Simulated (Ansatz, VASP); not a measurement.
HfO2 in VASP and in Ansatz

```
Hf O
1.0
     3.57682    0.00000    0.00000
     0.00000    3.57682    0.00000
     0.00000    0.00000    5.20267
Hf O
2 4
Direct
  0.50000 0.50000 0.50000
  0.00000 0.00000 0.00000
  0.00000 0.50000 0.69616
  0.50000 0.00000 0.80384
  0.50000 0.00000 0.30384
  0.00000 0.50000 0.19616
```

Alike in both runs: functional r2SCAN; k mesh 6 × 6 × 6; occupations gaussian, width 0.02 eV; no spin polarisation.

Ansatz relaxed the structure, and its values are those at the end. VASP's run is a single point on that final structure, the one shown.

```csv
,VASP,Ansatz
version,VASP 6.6.1,Ansatz 0.2.0
potentials or method,"VASP PAW PBE potentials, release 64 (Hf_pv, O), cutoff 520 eV","scalar-relativistic, plane waves, PAW"
valence electrons in the cell,44,76
```

Ansatz gave:

- gap on the k mesh at the Fermi level (eV): 5.26
- least direct gap on the mesh (eV): 5.33
- pressure (GPa): 0.0
- rms of the force components (eV/Å): 0.000

Question: What did VASP give for the same quantities?

Answer: gap on the k mesh at the Fermi level (eV): 5.24; least direct gap on the mesh (eV): 5.32; pressure (GPa): -3.6; rms of the force components (eV/Å): 0.032.

VASP's potentials were made for PBE, not for r2SCAN. The functional is the same, so the differences come from potentials, cutoffs and numerics. VASP's potentials hold 44 valence electrons a cell and Ansatz's 76, so a difference there can come from the potentials and not from the codes.

Spin-orbit coupling is off throughout.
